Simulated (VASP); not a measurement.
**KCdCO3F: single point with PBE**

Crystal: KCdCO3F.

```
CELL_PARAMETERS angstrom
5.13260 0.00000 0.00000
-2.56630 4.44496 0.00000
0.00000 0.00000 4.48870
ATOMIC_POSITIONS crystal
K 0.00000 0.00000 0.00000
Cd 0.66667 0.33333 0.50000
C 0.33333 0.66667 0.50000
O 0.18787 0.37574 0.50000
O 0.18787 0.81213 0.50000
O 0.62426 0.81213 0.50000
F 0.66667 0.33333 0.00000
```

```yaml
Program: VASP 6.6.1
Task: single point
Functional: PBE
Potentials_or_basis: VASP PAW PBE potentials, release 64 (K_sv, Cd, C, O, F)
Cutoff: 520 eV
k_mesh: 6 × 6 × 6
Occupations: gaussian, width 0.01 eV
Spin: no spin polarisation
Dipole_correction: no
Further_INCAR_settings: ALGO = Normal; EDIFF = 1e-07; NBANDS = 34
```

```json
{"Pressure": "0.7 GPa", "Largest force": "0.258 eV/Å", "Band gap on the k mesh": "1.75 eV"}
```

Forces in eV/Å, atoms in the order of the input:
```
K    0.000  0.000  0.000
Cd   0.000  0.000  0.000
C    0.000  0.000  0.000
O    0.000 -0.258  0.000
O   -0.224  0.129  0.000
O    0.224  0.129  0.000
F    0.000  0.000  0.000
```

Stress tensor (GPa, compression positive):
```
0.92 0.00 0.00
0.00 0.92 0.00
0.00 0.00 0.35
```

Levels at points of the mesh, in eV from the valence-band top:
| k point | band 23 | band 24 | band 25 | band 26 | band 27 | band 28 |
| --- | --- | --- | --- | --- | --- | --- |
| (0.00, 0.00, 0.00) | -1.44 | -1.44 | 0.00 | 1.75 | 5.81 | 6.25 |
| (0.50, 0.00, 0.00) | -1.42 | -1.40 | -0.15 | 3.91 | 5.87 | 6.06 |
| (0.00, 0.00, 0.50) | -1.37 | -1.37 | 0.00 | 3.93 | 5.10 | 6.31 |
| (0.50, 0.00, 0.50) | -1.40 | -1.34 | -0.15 | 5.36 | 5.96 | 6.88 |

Run time: 3.4 min on 1 thread of Oxide Virtual Turin-like Processor, with other jobs on the host, peak memory 0.26 GiB.

A k mesh can miss the band edges.
